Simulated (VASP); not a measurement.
# WS2 (Cm) in VASP: further runs

Aim: see how the results for WS2 move with the level of theory and the settings. Levels: PBE, r2SCAN. Tasks: single point.

Program: VASP 6.6.1. These are calculated values, not measurements. Logs are shortened: lines on timing, memory, paths and dates and some standing lists are left out, and cuts for length are marked.

### Step 1. The cell of the first run

The structure is monoclinic, space group Cm (No. 8). The conventional cell has a = 5.494 Å, b = 3.077 Å, c = 6.501 Å, α = 90.00°, β = 106.36°, γ = 90.00°. Within 3.2 Å of W (site symmetry m) lie 6 S at 2.39 to 2.41 Å and 6 W at 3.08 to 3.15 Å. S (site symmetry m) has 3 W at 2.39 to 2.41 Å and 7 S at 3.08 to 3.15 Å within 3.2 Å. S (site symmetry m) has 3 W at 2.39 to 2.41 Å and 7 S at 3.08 to 3.15 Å within 3.2 Å.

### Step 2. Single point, PBE (uniaxial x strain -3.0%)

The input, INCAR:

```
PREC = Accurate
ENCUT = 520
EDIFF = 1E-6
ISMEAR = -1
SIGMA = 0.02
LREAL = F
LASPH = T
NELM = 80
ALGO = Normal
ISIF = 2
LWAVE = F
LCHARG = F
GGA = PE
NBANDS = 20
```

The input, KPOINTS:

```
regular mesh
0
Gamma
  10 10 10
```

The input, POSCAR:

```
WS2
1.0
    1.5383100920      0.9156121090      6.2374696483
   -1.5383100920      0.9156121090      6.2374696483
    0.0000000000     -1.8312242180      6.2374696484
W S
1 2
Direct
    0.0011039904      0.0011039904     -0.0022484270
    0.4169899341      0.4169899341      0.4189203372
    0.2485727422      0.2485727422      0.2499947565
```

Potentials or basis: VASP PAW PBE potentials, release 64 (W_sv, S).

Run with:

```
$ cat potpaw_PBE.64/W_sv/POTCAR potpaw_PBE.64/S/POTCAR > POTCAR
$ mpirun -np 1 vasp_std > vasp.out
```

OUTCAR:

```text
PREC = Accurate
   ENCUT = 520
   EDIFF = 1E-6
   ISMEAR = -1
   LREAL = F
   LASPH = T
   NELM = 80
   ISIF = 2
   GGA = PE

 ion  position               nearest neighbor table
   1  0.001  0.001  0.998-   3 2.39   3 2.39   2 2.39   2 2.39   2 2.41   3 2.41
   2  0.417  0.417  0.419-   1 2.39   1 2.39   1 2.41
   3  0.249  0.249  0.250-   1 2.39   1 2.39   1 2.41

  LATTYP: Found a base centered monoclinic cell.
 ALAT       =     5.4936726540
 B/A-ratio  =     0.5600297611
 C/A-ratio  =     1.1833110919
 COS(beta)  =    -0.2816954355

  Lattice vectors:

 A1 = (   1.5383100920,   2.7468363270,  -0.0000000001)
 A2 = (  -1.5383100920,   2.7468363270,  -0.0000000001)
 A3 = (   0.0000000000,  -1.8312242180,   6.2374696484)

Analysis of symmetry for initial positions (statically):
=====================================================================
 Subroutine PRICEL returns:
 Original cell was already a primitive cell.

 Routine SETGRP: Setting up the symmetry group for a
 base centered monoclinic supercell.

 Subroutine GETGRP returns: Found  2 space group operations
 (whereof  2 operations were pure point group operations)
 out of a pool of  4 trial point group operations.

The static configuration has the point symmetry C_1h.

Analysis of symmetry for dynamics (positions and initial velocities):
=====================================================================
 Subroutine PRICEL returns:
 Original cell was already a primitive cell.

 Routine SETGRP: Setting up the symmetry group for a
 base centered monoclinic supercell.

 Subroutine GETGRP returns: Found  2 space group operations
 (whereof  2 operations were pure point group operations)
 out of a pool of  4 trial point group operations.

The dynamic configuration has the point symmetry C_1h.

 Subroutine INISYM returns: Found  2 space group operations
 (whereof  2 operations are pure point group operations),
 and found     1 'primitive' translations

----------------------------------------------------------------------------------------

                                     Primitive cell

  volume of cell :      52.7127

  direct lattice vectors                    reciprocal lattice vectors
     1.538310092  0.915612109  6.237469648     0.325031996  0.182027591  0.053440474
    -1.538310092  0.915612109  6.237469648    -0.325031996  0.182027591  0.053440474
     0.000000000 -1.831224218  6.237469648     0.000000000 -0.364055182  0.053440474

  length of vectors
     6.489281246  6.489281246  6.500723787     0.376345223  0.376345223  0.367956601

  position of ions in fractional coordinates (direct lattice)
     0.001103990  0.001103990  0.997751573
     0.416989934  0.416989934  0.418920337
     0.248572742  0.248572742  0.249994757

  ion indices of the primitive-cell ions
   primitive index   ion index
                 1           1
                 2           2
                 3           3

----------------------------------------------------------------------------------------

 KPOINTS: regular mesh

Automatic generation of k-mesh.
 Grid dimensions read from file:
 generate k-points for:   10   10   10

 Generating k-lattice:

  Cartesian coordinates                     Fractional coordinates (reciprocal lattice)
     0.032503200  0.018202759  0.005344047     0.100000000  0.000000000  0.000000000
    -0.032503200  0.018202759  0.005344047     0.000000000  0.100000000  0.000000000
     0.000000000 -0.036405518  0.005344047     0.000000000  0.000000000  0.100000000

  Length of vectors
     0.037634522  0.037634522  0.036795660

  Shift w.r.t. Gamma in fractional coordinates (k-lattice)
     0.000000000  0.000000000  0.000000000

 Subroutine IBZKPT returns following result:
 ===========================================

 Found    282 irreducible k-points:

 Following reciprocal coordinates:
            Coordinates               Weight
  0.000000  0.000000  0.000000      1.000000
  0.100000 -0.000000  0.000000      4.000000
  0.200000 -0.000000  0.000000      4.000000
  0.300000 -0.000000  0.000000      4.000000
  0.400000 -0.000000  0.000000      4.000000
  0.500000 -0.000000  0.000000      2.000000
[... 16 lines left out ...]
  0.300000  0.300000  0.000000      2.000000
  0.400000  0.300000  0.000000      4.000000
 [... further k-points ...]
   k-points           NKPTS =    282   k-points in BZ     NKDIM =    282   number of bands    NBANDS=     20
   number of dos      NEDOS =    301   number of ions     NIONS =      3
   total plane-waves  NPLWV = 110592
   dimension x,y,z NGX =    48 NGY =   48 NGZ =   48
   dimension x,y,z NGXF=    96 NGYF=   96 NGZF=   96
   ions per type =               1   2
   NGX,Y,Z   is equivalent  to a cutoff of  12.30, 12.30, 12.28 a.u.
   NGXF,Y,Z  is equivalent  to a cutoff of  24.59, 24.59, 24.55 a.u.
 SYSTEM =  unknown system
   PREC   = accura    normal or accurate (medium, high low for compatibility)
   ISTART =      0    job   : 0-new  1-cont  2-samecut
   ICHARG =      2    charge: 1-file 2-atom 10-const
   ISPIN  =      1    spin polarized calculation?
   LNONCOLLINEAR =      F non collinear calculations
   LSORBIT =      F    spin-orbit coupling
   LASPH  =      T    aspherical Exc in radial PAW
   ENCUT  =  520.0 eV  38.22 Ry    6.18 a.u.  12.07 12.07 12.09*2*pi/ulx,y,z
   NELM   =     80;   NELMIN=  2; NELMDL= -5     # of ELM steps
   EDIFF  = 0.1E-05   stopping-criterion for ELM
   LREAL  =      F    real-space projection
   EDIFFG = 0.1E-04   stopping-criterion for IOM
   NSW    =      0    number of steps for IOM
   IBRION =     -1    ionic relax: 0-MD 1-quasi-New 2-CG
   NFREE  =      0    steps in history (QN), initial steepest desc. (CG)
   ISIF   =      2    stress and relaxation
   ISYM   =      2    0-nonsym 1-usesym 2-fastsym
   POTIM  = 0.5000    time-step for ionic-motion
   TEBEG  =    0.0;   TEEND  =   0.0 temperature during run
   PSTRESS=    0.0 pullay stress
   NELECT =      26.0000    total number of electrons
   NUPDOWN=      -1.0000    fix difference up-down
   EMIN   =  10.00;   EMAX   =-10.00  energy-range for DOS
   EFERMI =   0.00;   METHOD = LEGACY
   ISMEAR =    -1;   SIGMA  =   0.02  broadening in eV -4-tet -1-fermi 0-gaus
   EFERMI_NEDOS =   21; number of points for ismear=-14 and -15
   IALGO  =     38    algorithm
   IMIX   =      4    mixing-type and parameters
     AMIX     =   0.40;   BMIX     =  1.00
     AMIX_MAG =   1.60;   BMIX_MAG =  1.00
  volume/ion in A,a.u.               =      17.57       118.57
  Fermi-wavevector in a.u.,A,eV,Ry     =   1.293484  2.444329 22.763903  1.673100
  Thomas-Fermi vector in A             =   2.425126
   LORBIT       =      0    0 simple, 1 ext, 2 COOP (PROOUT), +10 PAW based schemes
   GGA     = PE    functional components
   LHFCALC =     F    Hartree Fock is set to
   AEXX    =    0.0000 exact exchange contribution
   IVDW    =     0    specifies the selected vdW correction
   LEPSILON=     F    determine dielectric tensor
   LRPA    =     F    only Hartree local field effects (RPA)
 non-spin polarized calculation
  energy-cutoff  :      520.00
  volume of cell :       52.71
 maximum number of plane-waves:      1450
   NGX = 25   NGY = 25   NGZ = 25

 number of electron      26.0000001 magnetization

 Free energy of the ion-electron system (eV)
  ---------------------------------------------------
  ext. energy  EPLUGINS =         0.00000000
  ---------------------------------------------------
  free energy    TOTEN  =       -23.56928210 eV

  energy without entropy =      -23.56928210  energy(sigma->0) =      -23.56928210

 E-fermi :   7.9404     XC(G=0): -10.9783

 val. band max:        7.4675163762   @ k =   0.5000   0.5000   0.5000
 cond. band min:       8.6142391556   @ k =  -0.2000   0.2000   0.0000
 fundamental gap:      1.1467227794
 Fermi energy:         7.9404358381

 k-point     1 :       0.0000    0.0000    0.0000
  band No.  band energies     occupation
      1     -66.9828      2.00000
      2     -31.2712      2.00000
      3     -31.0836      2.00000
      4     -31.0236      2.00000
      5      -8.1401      2.00000
      6      -6.1932      2.00000
[... 12 lines left out ...]
     19      15.6347      0.00000
     20      15.9868      0.00000

 k-point     2 :       0.1000   -0.0000    0.0000
  band No.  band energies     occupation
      1     -66.9805      2.00000
      2     -31.2637      2.00000
      3     -31.1022      2.00000
      4     -31.0560      2.00000
      5      -7.9588      2.00000
      6      -6.1349      2.00000
[... 12 lines left out ...]
     19      16.0317      0.00000
     20      16.3443      0.00000

 k-point     3 :       0.2000   -0.0000    0.0000
  band No.  band energies     occupation
      1     -66.9747      2.00000
      2     -31.2440      2.00000
      3     -31.1887      2.00000
      4     -31.1011      2.00000
      5      -7.4522      2.00000
      6      -5.9715      2.00000
[... 12 lines left out ...]
     19      16.2424      0.00000
     20      16.7158      0.00000

 k-point     4 :       0.3000   -0.0000    0.0000
  band No.  band energies     occupation
      1     -66.9675      2.00000
      2     -31.3147      2.00000
      3     -31.2196      2.00000
      4     -31.1353      2.00000
      5      -6.7359      2.00000
      6      -5.7436      2.00000
[... 12 lines left out ...]
     19      15.4137      0.00000
     20      15.8938      0.00000

 k-point     5 :       0.4000   -0.0000    0.0000
  band No.  band energies     occupation
      1     -66.9617      2.00000
      2     -31.4165      2.00000
      3     -31.1998      2.00000
      4     -31.1608      2.00000
      5      -6.0347      2.00000
      6      -5.5334      2.00000
[... 12 lines left out ...]
     19      14.4034      0.00000
     20      15.0057      0.00000
[... 353 lines left out ...]
      6      -5.4108      2.00000
[... 12 lines left out ...]
     19      15.3451      0.00000
     20      16.3213      0.00000

 k-point    22 :      -0.2000    0.2000    0.0000
  band No.  band energies     occupation
      1     -66.9638      2.00000
      2     -31.3461      2.00000
      3     -31.2074      2.00000
      4     -31.1840      2.00000
      5      -6.3568      2.00000
      6      -5.5858      2.00000
[... 12 lines left out ...]
     19      15.6796      0.00000
     20      16.0398      0.00000

 k-point    23 :       0.3000    0.3000    0.0000
  band No.  band energies     occupation
      1     -66.9699      2.00000
      2     -31.3350      2.00000
      3     -31.2251      2.00000
      4     -31.0778      2.00000
      5      -6.7614      2.00000
      6      -5.8850      2.00000
[... 12 lines left out ...]
     19      15.0775      0.00000
     20      16.2299      0.00000

 k-point    24 :       0.4000    0.3000    0.0000
  band No.  band energies     occupation
      1     -66.9661      2.00000
      2     -31.3822      2.00000
      3     -31.2121      2.00000
      4     -31.1156      2.00000
      5      -6.3056      2.00000
      6      -5.7549      2.00000
[... 12 lines left out ...]
     19      14.9835      0.00000
     20      16.2532      0.00000

 [... further k-points ...]

------------------------ aborting loop because EDIFF is reached ----------------------------------------

  FORCE on cell =-STRESS in cart. coord.  units (eV):
  Direction    XX          YY          ZZ          XY          YZ          ZX
  --------------------------------------------------------------------------------------
  -------------------------------------------------------------------------------------
  Total        3.6653502      1.5025922      1.5883845      0.0000000      0.0356689      0.0000000
  in kB      111.4066049     45.6705871     48.2782055      0.0000000      1.0841392      0.0000000
  external PRESSURE =      68.4517992 kB  Pullay stress =       0.0000000 kB

 VOLUME and BASIS-vectors are now :
 -----------------------------------------------------------------------------
  energy-cutoff  :      520.00
  volume of cell :       52.71
      direct lattice vectors                 reciprocal lattice vectors
     1.538310092  0.915612109  6.237469648     0.325031996  0.182027591  0.053440474
    -1.538310092  0.915612109  6.237469648    -0.325031996  0.182027591  0.053440474
     0.000000000 -1.831224218  6.237469648     0.000000000 -0.364055182  0.053440474

 POSITION                                       TOTAL-FORCE (eV/Angst)
 -----------------------------------------------------------------------------------
      0.00000     -1.82509      6.23722         0.000000      0.024397      0.002101
      0.00000     -0.00354      7.81493         0.000000     -0.011173      0.215687
      0.00000     -0.00260      4.66026         0.000000     -0.013224     -0.217788
 -----------------------------------------------------------------------------------
    total drift:                               -0.000000     -0.000070      0.000023

  FREE ENERGIE OF THE ION-ELECTRON SYSTEM (eV)
  ---------------------------------------------------
  free  energy   TOTEN  =       -23.5692821037 eV

  energy  without entropy=      -23.5692821037  energy(sigma->0) =      -23.56928210
```

Wall time 8.9 min (1 thread of AMD EPYC 9R45 (Zen 5), shared host); peak memory 0.48 GiB.

Results:

| Quantity | Value |
| --- | --- |
| Free energy | -23.5693 eV |
| Pressure | 6.8 GPa |
| Largest force | 0.218 eV/Å |
| Band gap on the k mesh | 1.15 eV (least direct gap 2.31 eV) |

Forces in eV/Å, atoms in the order of the input:
```
W    0.000  0.024  0.002
S    0.000 -0.011  0.216
S    0.000 -0.013 -0.218
```

Stress tensor (GPa, compression positive):
```
11.14  0.00  0.00
 0.00  4.57  0.11
 0.00  0.11  4.83
```

Caveat: the cell differs from its parent crystal (uniaxial x strain -3.0%); the stress differs along the axes, from 5 to 11 GPa; spin-orbit coupling is left out, which moves the levels of the heavy elements. A k mesh can miss the band edges.

### Step 3. Single point, r2SCAN (uniaxial x strain -3.0%)

POSCAR is that of step 2.

The input, INCAR.step1:

```
ALGO = Normal
EDIFF = 1E-4
ENCUT = 520
GGA = PE
ISMEAR = 0
LASPH = True
LCHARG = False
LREAL = False
LWAVE = True
NBANDS = 20
NELM = 100
PREC = Accurate
SIGMA = 0.01
```

The input, INCAR.step2:

```
ALGO = Normal
EDIFF = 1E-6
ENCUT = 520
ISIF = 2
ISMEAR = 0
ISTART = 1
LASPH = True
LCHARG = False
LMIXTAU = True
LREAL = False
LWAVE = False
METAGGA = R2SCAN
NBANDS = 20
NELM = 100
PREC = Accurate
SIGMA = 0.01
```

The input, KPOINTS:

```
k-points
0
Gamma
  10 10 10
```

Potentials or basis: VASP PAW PBE potentials, release 64 (W_sv, S).

Run with:

```
$ cat potpaw_PBE.64/W_sv/POTCAR potpaw_PBE.64/S/POTCAR > POTCAR
$ cp INCAR.step1 INCAR
$ mpirun -np 1 vasp_std > vasp.out
$ cp INCAR.step2 INCAR
$ mpirun -np 1 vasp_std > vasp.out
```

Run time: 36 min. Hardware: 1 thread of AMD EPYC 9R45 (Zen 5), shared host; peak memory 0.52 GiB.

It converged, with:

```
Free energy            : -70.0075 eV
Pressure               : 5.1 GPa
Largest force          : 0.029 eV/Å
Band gap on the k mesh : 1.26 eV (least direct gap 2.45 eV)
```

Forces in eV/Å, atoms in the order of the input:
```
W    0.000 -0.002  0.000
S    0.000  0.001 -0.029
S    0.000  0.001  0.029
```

Stress tensor (GPa, compression positive):
```
10.26  0.00  0.00
 0.00  3.41  0.12
 0.00  0.12  1.73
```

Levels at points of the mesh, in eV from the valence-band top:
```csv
k point,band 10,band 11,band 12,band 13,band 14,band 15,band 16,band 17
"(0.00, 0.00, 0.00)",-2.32,-2.05,-1.73,-1.28,2.51,2.65,2.73,3.01
"(0.50, 0.00, 0.00)",-4.31,-2.69,-1.85,-1.63,2.70,2.99,4.11,4.23
"(0.50, 0.50, 0.00)",-3.85,-3.41,-1.68,-1.63,2.68,3.16,3.74,4.84
"(0.00, 0.00, 0.50)",-3.92,-2.80,-1.84,-1.51,2.72,2.96,4.20,4.40
"(0.50, 0.00, 0.50)",-4.24,-3.26,-2.04,-1.47,2.67,3.18,3.66,4.71
"(0.50, 0.50, 0.50)",-3.29,-2.28,-2.02,0.00,2.51,2.62,2.81,2.88
```

Caveat: the cell differs from its parent crystal (uniaxial x strain -3.0%); the stress differs along the axes, from 2 to 10 GPa; the PAW data sets were made with another functional, which shifts forces and pressure a little; spin-orbit coupling is left out, which moves the levels of the heavy elements. A k mesh can miss the band edges.
